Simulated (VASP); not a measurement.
# As (Cmce) in VASP: notebook, part 2 of 2

VASP 6.6.1. Earlier steps stand in the parts before.

## (3) Single point, PBEsol

This run uses another cell than the first one, of 21.99 Å³/atom, 1.021 times its volume.

The input, INCAR:

```
SYSTEM = As
ALGO = Normal ; EDIFF = 1E-6
ENCUT = 520 ; GGA = PS
ISIF = 2 ; ISMEAR = -1
LASPH = .TRUE. ; LCHARG = .FALSE.
LREAL = .FALSE. ; LWAVE = .FALSE.
NBANDS = 18 ; NELM = 60
PREC = Accurate ; SIGMA = 0.05
```

The input, KPOINTS:

```
k-points
0
G
  8 8 6
  0 0 0
```

The input, POSCAR:

```
As
1.0
    1.8250000000     -5.5000000000      0.0000000000
    1.8250000000      5.5000000000      0.0000000000
    0.0000000000      0.0000000000      4.3806000000
As
4
Direct
    0.3900000000      0.6100000000      0.5600000000
    0.8900000000      0.1100000000      0.9400000000
    0.6100000000      0.3900000000      0.4400000000
    0.1100000000      0.8900000000      0.0600000000
```

Potentials or basis: VASP PAW PBE potentials, release 64 (As).

Run with:

```sh
$ cat potpaw_PBE.64/As/POTCAR > POTCAR
$ mpirun -np 1 vasp_std > vasp.out
```

OUTCAR:

```text
SYSTEM = As
   EDIFF = 1E-6
   ENCUT = 520
   GGA = PS
   ISIF = 2
   ISMEAR = -1
   LASPH = .TRUE.
   LREAL = .FALSE.
   NELM = 60
   PREC = Accurate

 ion  position               nearest neighbor table
   1  0.390  0.610  0.560-   2 2.47   2 2.47   3 2.48
   2  0.890  0.110  0.940-   1 2.47   1 2.47   4 2.48
   3  0.610  0.390  0.440-   4 2.47   4 2.47   1 2.48
   4  0.110  0.890  0.060-   3 2.47   3 2.47   2 2.48

  LATTYP: Found a base centered orthorhombic cell.
 ALAT       =     3.6500000000
 B/A-ratio  =     3.0136986301
 C/A-ratio  =     1.2001643836

  Lattice vectors:

 A1 = (   1.8250000000,  -5.5000000000,   0.0000000000)
 A2 = (   1.8250000000,   5.5000000000,   0.0000000000)
 A3 = (   0.0000000000,   0.0000000000,   4.3806000000)

Analysis of symmetry for initial positions (statically):
=====================================================================
 Subroutine PRICEL returns:
 Original cell was already a primitive cell.

 Routine SETGRP: Setting up the symmetry group for a
 base centered orthorhombic supercell.

 Subroutine GETGRP returns: Found  8 space group operations
 (whereof  4 operations were pure point group operations)
 out of a pool of  8 trial point group operations.

The static configuration has the point symmetry C_2h.
 The point group associated with its full space group is D_2h.

Analysis of symmetry for dynamics (positions and initial velocities):
=====================================================================
 Subroutine PRICEL returns:
 Original cell was already a primitive cell.

 Routine SETGRP: Setting up the symmetry group for a
 base centered orthorhombic supercell.

 Subroutine GETGRP returns: Found  8 space group operations
 (whereof  4 operations were pure point group operations)
 out of a pool of  8 trial point group operations.

The dynamic configuration has the point symmetry C_2h.
 The point group associated with its full space group is D_2h.

 Subroutine INISYM returns: Found  8 space group operations
 (whereof  4 operations are pure point group operations),
 and found     1 'primitive' translations

----------------------------------------------------------------------------------------

                                     Primitive cell

  volume of cell :      87.9405

  direct lattice vectors                    reciprocal lattice vectors
     1.825000000 -5.500000000  0.000000000     0.273972603 -0.090909091  0.000000000
     1.825000000  5.500000000  0.000000000     0.273972603  0.090909091  0.000000000
     0.000000000  0.000000000  4.380600000     0.000000000  0.000000000  0.228279231

  length of vectors
     5.794879205  5.794879205  4.380600000     0.288661480  0.288661480  0.228279231

  position of ions in fractional coordinates (direct lattice)
     0.390000000  0.610000000  0.560000000
     0.890000000  0.110000000  0.940000000
     0.610000000  0.390000000  0.440000000
     0.110000000  0.890000000  0.060000000

  ion indices of the primitive-cell ions
   primitive index   ion index
                 1           1
                 2           2
                 3           3
                 4           4

[... 26 lines left out ...]
 Following reciprocal coordinates:
            Coordinates               Weight
  0.000000  0.000000  0.000000      1.000000
  0.125000  0.000000  0.000000      4.000000
  0.250000  0.000000  0.000000      4.000000
  0.375000 -0.000000  0.000000      4.000000
  0.500000  0.000000  0.000000      2.000000
  0.125000  0.125000  0.000000      2.000000
[... 16 lines left out ...]
  0.125000  0.000000  0.166667      8.000000
  0.250000  0.000000  0.166667      8.000000
 [... further k-points ...]
   k-points           NKPTS =     84   k-points in BZ     NKDIM =     84   number of bands    NBANDS=     18
   number of dos      NEDOS =    301   number of ions     NIONS =      4
   total plane-waves  NPLWV =  82944
   dimension x,y,z NGX =    48 NGY =   48 NGZ =   36
   dimension x,y,z NGXF=    96 NGYF=   96 NGZF=   72
   ions per type =               4
   NGX,Y,Z   is equivalent  to a cutoff of  13.77, 13.77, 13.66 a.u.
   NGXF,Y,Z  is equivalent  to a cutoff of  27.54, 27.54, 27.32 a.u.
 SYSTEM =  As
   PREC   = accura    normal or accurate (medium, high low for compatibility)
   ISTART =      0    job   : 0-new  1-cont  2-samecut
   ICHARG =      2    charge: 1-file 2-atom 10-const
   ISPIN  =      1    spin polarized calculation?
   LNONCOLLINEAR =      F non collinear calculations
   LSORBIT =      F    spin-orbit coupling
   LASPH  =      T    aspherical Exc in radial PAW
   ENCUT  =  520.0 eV  38.22 Ry    6.18 a.u.  10.77 10.77  8.15*2*pi/ulx,y,z
   NELM   =     60;   NELMIN=  2; NELMDL= -5     # of ELM steps
   EDIFF  = 0.1E-05   stopping-criterion for ELM
   LREAL  =      F    real-space projection
   EDIFFG = 0.1E-04   stopping-criterion for IOM
   NSW    =      0    number of steps for IOM
   IBRION =     -1    ionic relax: 0-MD 1-quasi-New 2-CG
   NFREE  =      0    steps in history (QN), initial steepest desc. (CG)
   ISIF   =      2    stress and relaxation
   ISYM   =      2    0-nonsym 1-usesym 2-fastsym
   POTIM  = 0.5000    time-step for ionic-motion
   TEBEG  =    0.0;   TEEND  =   0.0 temperature during run
   PSTRESS=    0.0 pullay stress
   NELECT =      20.0000    total number of electrons
   NUPDOWN=      -1.0000    fix difference up-down
   EMIN   =  10.00;   EMAX   =-10.00  energy-range for DOS
   EFERMI =   0.00;   METHOD = LEGACY
   ISMEAR =    -1;   SIGMA  =   0.05  broadening in eV -4-tet -1-fermi 0-gaus
   EFERMI_NEDOS =   21; number of points for ismear=-14 and -15
   IALGO  =     38    algorithm
   IMIX   =      4    mixing-type and parameters
     AMIX     =   0.40;   BMIX     =  1.00
     AMIX_MAG =   1.60;   BMIX_MAG =  1.00
  volume/ion in A,a.u.               =      21.99       148.36
  Fermi-wavevector in a.u.,A,eV,Ry     =   0.999283  1.888371 13.586319  0.998566
  Thomas-Fermi vector in A             =   2.131563
   LORBIT       =      0    0 simple, 1 ext, 2 COOP (PROOUT), +10 PAW based schemes
   GGA     = PS    functional components
   LHFCALC =     F    Hartree Fock is set to
   AEXX    =    0.0000 exact exchange contribution
   IVDW    =     0    specifies the selected vdW correction
   LEPSILON=     F    determine dielectric tensor
   LRPA    =     F    only Hartree local field effects (RPA)
 non-spin polarized calculation
  energy-cutoff  :      520.00
  volume of cell :       87.94
 maximum number of plane-waves:      2393
 NGX is ok and might be reduce to    48
   NGX = 21   NGY = 21   NGZ = 17

 number of electron      20.0000000 magnetization

 Free energy of the ion-electron system (eV)
  ---------------------------------------------------
  ext. energy  EPLUGINS =         0.00000000
  ---------------------------------------------------
  free energy    TOTEN  =       -20.23528466 eV

  energy without entropy =      -20.23179945  energy(sigma->0) =      -20.23354206

 E-fermi :   4.8861     XC(G=0):  -9.9876

 val. band max:        4.8470958467   @ k =  -0.3750   0.3750   0.3333
 cond. band min:       4.8895482937   @ k =  -0.3750   0.3750   0.0000
 fundamental gap:      0.0424524470
 Fermi energy:         4.8860928479

 k-point     1 :       0.0000    0.0000    0.0000
  band No.  band energies     occupation
      1     -10.0827      2.00000
      2      -7.2823      2.00000
      3      -4.3768      2.00000
      4      -1.3396      2.00000
      5      -0.9901      2.00000
      6       0.5254      2.00000
[... 481 lines left out ...]
      5      -0.4983      2.00000
      6      -0.0136      2.00000
[... 10 lines left out ...]
     17      10.9458      0.00000
     18      12.2325      0.00000

 [... further k-points ...]

------------------------ aborting loop because EDIFF is reached ----------------------------------------

  FORCE on cell =-STRESS in cart. coord.  units (eV):
  Direction    XX          YY          ZZ          XY          YZ          ZX
  --------------------------------------------------------------------------------------
  -------------------------------------------------------------------------------------
  Total        1.3800585      0.4411587      0.7142390      0.0000000     -0.0000000      0.0000000
  in kB       25.1431065      8.0374129     13.0126265      0.0000000     -0.0000000      0.0000000
  external PRESSURE =      15.3977153 kB  Pullay stress =       0.0000000 kB

 VOLUME and BASIS-vectors are now :
 -----------------------------------------------------------------------------
  energy-cutoff  :      520.00
  volume of cell :       87.94
      direct lattice vectors                 reciprocal lattice vectors
     1.825000000 -5.500000000  0.000000000     0.273972603 -0.090909091  0.000000000
     1.825000000  5.500000000  0.000000000     0.273972603  0.090909091  0.000000000
     0.000000000  0.000000000  4.380600000     0.000000000  0.000000000  0.228279231

 POSITION                                       TOTAL-FORCE (eV/Angst)
 -----------------------------------------------------------------------------------
      1.82500      1.21000      2.45314         0.000000      0.161955     -0.206349
      1.82500     -4.29000      4.11776         0.000000      0.161955      0.206349
      1.82500     -1.21000      1.92746         0.000000     -0.161955      0.206349
      1.82500      4.29000      0.26284         0.000000     -0.161955     -0.206349
 -----------------------------------------------------------------------------------
    total drift:                               -0.000000      0.000000     -0.000000

  FREE ENERGIE OF THE ION-ELECTRON SYSTEM (eV)
  ---------------------------------------------------
  free  energy   TOTEN  =       -20.2352846623 eV

  energy  without entropy=      -20.2317994510  energy(sigma->0) =      -20.23354206
```

stdout:

```text
POSCAR found type information on POSCAR As
 POSCAR found :  1 types and       4 ions
 scaLAPACK will be used
 -----------------------------------------------------------------------------
|                                                                             |
|                                                                             |
|     You enforced a specific xc type in the INCAR file but a different       |
|     I HOPE YOU KNOW WHAT YOU ARE DOING!                                     |
|                                                                             |
 -----------------------------------------------------------------------------

 LDA part: xc-table for (Slater+PW92), standard interpolation
 POSCAR, INCAR and KPOINTS ok, starting setup
 FFT: planning ... GRIDC
 FFT: planning ... GRID_SOFT
 FFT: planning ... GRID
 WAVECAR not read
 entering main loop
```

It took 3.8 min on 1 thread of AMD EPYC 7R43 (Zen 3), shared host; peak memory 0.28 GiB.

What came out:

* Free energy: -20.2353 eV
* Pressure: 1.5 GPa
* Largest force: 0.262 eV/Å
* Band gap on the k mesh: zero (band 10 reaches 4.98 eV, above the bottom of band 11 at 4.82 eV)

Forces on the atoms (eV/Å):
```
As   0.000  0.162 -0.206
As   0.000  0.162  0.206
As   0.000 -0.162  0.206
As   0.000 -0.162 -0.206
```

Caveat: the PAW data sets were made with another functional, which shifts forces and pressure a little.

## (4) Single point, PBEsol (volume scaled by 0.98)

The input, INCAR:

```
SYSTEM = As
  PREC = Accurate
  ENCUT = 520
  EDIFF = 1E-6
  ISMEAR = -1
  SIGMA = 0.05
  LREAL = .False.
  LASPH = .True.
  NELM = 100
  ALGO = Normal
  ISIF = 2
  LWAVE = .False.
  LCHARG = .False.
  GGA = PS
  NBANDS = 18
```

The input, KPOINTS:

```
Automatic mesh
0
Gamma
  8 8 6
  0 0 0
```

The input, POSCAR:

```
As
1.0
    1.8127513088     -5.4630861361      0.0000000000
    1.8127513088      5.4630861361      0.0000000000
    0.0000000000      0.0000000000      4.4399990961
As
4
Direct
    0.3900000000      0.6100000000      0.5600000000
    0.8900000000      0.1100000000      0.9400000000
    0.6100000000      0.3900000000      0.4400000000
    0.1100000000      0.8900000000      0.0600000000
```

Run with:

```sh
$ cat potpaw_PBE.64/As/POTCAR > POTCAR
$ mpirun -np 1 vasp_std > vasp.out
```

Wall time 5.2 min (1 thread of AMD EPYC 7R13, shared host); peak memory 0.29 GiB.

It converged, with:

```yaml
Free_energy: -20.2283 eV
Pressure: 1.6 GPa
Largest_force: 0.252 eV/Å
Band_gap_on_the_k_mesh: zero (band 10 reaches 4.91 eV, above the bottom of band 11 at 4.88 eV)
```

Forces in eV/Å, atoms in the order of the input:
```
As   0.000  0.243 -0.066
As   0.000  0.243  0.066
As   0.000 -0.243  0.066
As   0.000 -0.243 -0.066
```

Stress tensor (GPa, compression positive):
```
2.58 0.00 0.00
0.00 1.71 0.00
0.00 0.00 0.62
```

Levels at points of the mesh, in eV from the Fermi level:
| k point | band 8 | band 9 | band 10 | band 11 | band 12 | band 13 |
| --- | --- | --- | --- | --- | --- | --- |
| (0.00, 0.00, 0.00) | -2.29 | -1.89 | -1.06 | 1.95 | 1.98 | 2.51 |
| (0.50, 0.00, 0.00) | -2.54 | -2.41 | -2.41 | 0.81 | 0.81 | 1.02 |
| (0.50, 0.50, 0.00) | -1.70 | -1.26 | -0.39 | 0.18 | 1.88 | 2.43 |
| (0.00, 0.00, 0.50) | -2.00 | -0.59 | -0.59 | 1.07 | 1.07 | 2.10 |
| (0.50, 0.00, 0.50) | -4.75 | -1.84 | -1.84 | 1.96 | 1.96 | 4.71 |
| (0.50, 0.50, 0.50) | -1.89 | -1.11 | -1.11 | 1.46 | 1.46 | 1.86 |

Caveat: the cell differs from its parent crystal (volume scaled by 0.98); the PAW data sets were made with another functional, which shifts forces and pressure a little.

## (5) Single point, PBEsol (volume scaled by 1.02)

The input, INCAR:

```
SYSTEM = As
PREC = Accurate
ENCUT = 520
EDIFF = 1E-6
ISMEAR = -1
SIGMA = 0.05
LREAL = .False.
LASPH = .True.
NELM = 60
ALGO = Normal
ISIF = 2
LWAVE = .False.
LCHARG = .False.
GGA = PS
NBANDS = 18
```

The input, KPOINTS:

```
regular mesh
0
Gamma
  8 8 6
  0 0 0
```

The input, POSCAR:

```
As
1.0
    1.8370864449     -5.5364249026      0.0000000000
    1.8370864449      5.5364249026      0.0000000000
    0.0000000000      0.0000000000      4.4996035117
As
4
Direct
    0.3900000000      0.6100000000      0.5600000000
    0.8900000000      0.1100000000      0.9400000000
    0.6100000000      0.3900000000      0.4400000000
    0.1100000000      0.8900000000      0.0600000000
```

Run with:

```sh
$ cat potpaw_PBE.64/As/POTCAR > POTCAR
$ mpirun -np 1 vasp_std > vasp.out
```

It took 5 min on 1 thread of AMD EPYC 7R13, shared host; peak memory 0.29 GiB.

Results (log left out):

| Quantity | Value |
| --- | --- |
| Free energy | -20.2316 eV |
| Pressure | -1.2 GPa |
| Largest force | 0.149 eV/Å |
| Band gap on the k mesh | 0.04 eV, indirect (least direct gap 0.12 eV) |

Forces on the atoms (eV/Å):
```
As   0.000 -0.014  0.149
As   0.000 -0.014 -0.149
As   0.000  0.014 -0.149
As   0.000  0.014  0.149
```

Stress tensor (GPa, compression positive):
```
-0.53  0.00  0.00
 0.00 -1.15  0.00
 0.00  0.00 -2.03
```

Levels at points of the mesh, in eV from the valence-band top:
```
           k point  band 8  band 9  band 10  band 11  band 12  band 13
(0.00, 0.00, 0.00)   -2.17   -1.80    -1.00     1.96     2.02     2.50
(0.50, 0.00, 0.00)   -2.45   -2.30    -2.30     0.85     0.85     1.03
(0.50, 0.50, 0.00)   -1.61   -1.20    -0.33     0.13     1.97     2.35
(0.00, 0.00, 0.50)   -1.91   -0.59    -0.59     1.00     1.00     2.08
(0.50, 0.00, 0.50)   -4.53   -1.76    -1.76     1.98     1.98     4.56
(0.50, 0.50, 0.50)   -1.85   -1.08    -1.08     1.48     1.48     1.71
```

Caveat: the cell differs from its parent crystal (volume scaled by 1.02); the PAW data sets were made with another functional, which shifts forces and pressure a little. A k mesh can miss the band edges.

## (6) Single point, PBEsol (volume scaled by 1.06)

The input, INCAR:

```
ALGO = Normal
EDIFF = 1E-7
ENCUT = 520
GGA = PS
ISIF = 2
ISMEAR = -1
LASPH = True
LCHARG = True
LELF = True
LREAL = False
LVHAR = True
LWAVE = False
NBANDS = 18
NELM = 80
PREC = Accurate
SIGMA = 0.05
```

The input, KPOINTS:

```
k-points
0
Gamma
  8 8 6
```

The input, POSCAR:

```
As
1.0
    1.8607934009     -5.6078705233      0.0000000000
    1.8607934009      5.6078705233      0.0000000000
    0.0000000000      0.0000000000      4.5576693162
As
4
Direct
    0.3900000000      0.6100000000      0.5600000000
    0.8900000000      0.1100000000      0.9400000000
    0.6100000000      0.3900000000      0.4400000000
    0.1100000000      0.8900000000      0.0600000000
```

Potentials or basis: VASP PAW PBE potentials, release 64 (As).

Run with:

```sh
$ cat potpaw_PBE.64/As/POTCAR > POTCAR
$ mpirun -np 1 vasp_std > vasp.out
```

Run time: 2.8 min. Hardware: 1 thread of Intel Xeon Platinum 8488C (Sapphire Rapids), shared host; peak memory 0.32 GiB.

Results (log left out):

```
Free energy            : -20.1767 eV
Pressure               : -3.6 GPa
Largest force          : 0.408 eV/Å
Band gap on the k mesh : 0.10 eV, indirect (least direct gap 0.18 eV)
```

Forces in eV/Å, atoms in the order of the input:
```
As   0.000 -0.235  0.334
As   0.000 -0.235 -0.334
As   0.000  0.235 -0.334
As   0.000  0.235  0.334
```

Stress tensor (GPa, compression positive):
```
-3.09  0.00  0.00
 0.00 -3.46  0.00
 0.00  0.00 -4.18
```

Levels at points of the mesh, in eV from the valence-band top:
```tsv
k point	band 7	band 8	band 9	band 10	band 11	band 12	band 13	band 14
(0.00, 0.00, 0.00)	-2.77	-2.02	-1.68	-0.93	2.00	2.09	2.51	3.28
(0.50, 0.00, 0.00)	-2.34	-2.34	-2.16	-2.16	0.90	0.90	1.08	1.08
(0.50, 0.50, 0.00)	-3.11	-1.50	-1.12	-0.25	0.12	2.08	2.31	2.94
(0.00, 0.00, 0.50)	-1.79	-1.79	-0.56	-0.56	0.96	0.96	2.09	2.09
(0.50, 0.00, 0.50)	-4.29	-4.29	-1.66	-1.66	2.02	2.02	4.43	4.43
(0.50, 0.50, 0.50)	-1.79	-1.79	-1.01	-1.01	1.51	1.51	1.61	1.61
```

Caveat: the cell differs from its parent crystal (volume scaled by 1.06); the PAW data sets were made with another functional, which shifts forces and pressure a little. A k mesh can miss the band edges.

## (7) The runs side by side

```tsv
cell	gap on the mesh (eV)	pressure (GPa)	largest force (eV/Å)
a = 5.795, b = 5.795, c = 4.291 Å, angles 90.0, 90.0, 143.3°, 4 atoms	none	3.1	0.52
a = 5.795, b = 5.795, c = 4.381 Å, angles 90.0, 90.0, 143.3°, 4 atoms	none	1.5	0.26
a = 5.756, b = 5.756, c = 4.440 Å, angles 90.0, 90.0, 143.3°, 4 atoms	none	1.6	0.25
a = 5.833, b = 5.833, c = 4.500 Å, angles 90.0, 90.0, 143.3°, 4 atoms	0.04	-1.2	0.15
a = 5.909, b = 5.909, c = 4.558 Å, angles 90.0, 90.0, 143.3°, 4 atoms	0.10	-3.6	0.41
```

Alike in all rows: task single point; level PBEsol; potentials or basis VASP PAW PBE potentials, release 64 (As); no spin polarisation; k mesh 8 × 8 × 6; cutoff (eV) 520; smearing fermi-dirac 0.05 eV.

Caveats: the PAW data sets were made with another functional, which shifts forces and pressure a little.

Absolute energies hang on the potentials; compare differences alone.
